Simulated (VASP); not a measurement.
Cs2Cd:

```
Cs Cd
1.0
     0.00000    4.13452    4.13452
     4.13452    0.00000    4.13452
     4.13452    4.13452    0.00000
Cs Cd
2 1
Direct
  0.25000 0.25000 0.25000
  0.75000 0.75000 0.75000
  0.50000 0.50000 0.50000
```

| Property | Result |
| --- | --- |
| Program | VASP 6.6.1 |
| Task | relaxation of cell and atoms |
| Functional | PBE |
| Potentials or basis | VASP PAW PBE potentials, release 64 (Cs_sv, Cd) |
| Cutoff | 600 eV |
| k mesh | 4 × 4 × 4 |
| Occupations | gaussian, width 0.1 eV |
| Spin | no spin polarisation |

At the start: pressure 4.0 GPa; volume 47.12 Å³/atom.

**Question.** How do energy, volume and symmetry change on relaxing?

**Answer.** Over 4 steps the energy falls by 230.2 meV/atom and the volume is 71.63 Å³/atom (+52.0 %); space group Fm-3m (No. 225, to 0.05 Å).

Step by step:
| step | energy change (eV) | largest force (eV/Å) | pressure (GPa) | volume (Å³) |
| --- | --- | --- | --- | --- |
| 1 | 0.0000 | 0.0000 | 4.03 | 141.35 |
| 2 | -0.4501 | 0.0000 | 1.81 | 167.02 |
| 3 | -0.6664 | 0.0000 | 0.46 | 199.62 |
| 4 | -0.6905 | 0.0000 | 0.07 | 214.89 |

Final structure:
```
Cs Cd
1.0
     0.00000    4.75400    4.75400
     4.75400    0.00000    4.75400
     4.75400    4.75400    0.00000
Cs Cd
2 1
Direct
  0.25000 0.25000 0.25000
  0.75000 0.75000 0.75000
  0.50000 0.50000 0.50000
```

Caveat: the volume moved by over 15 % at a fixed basis, so the end points are rough.
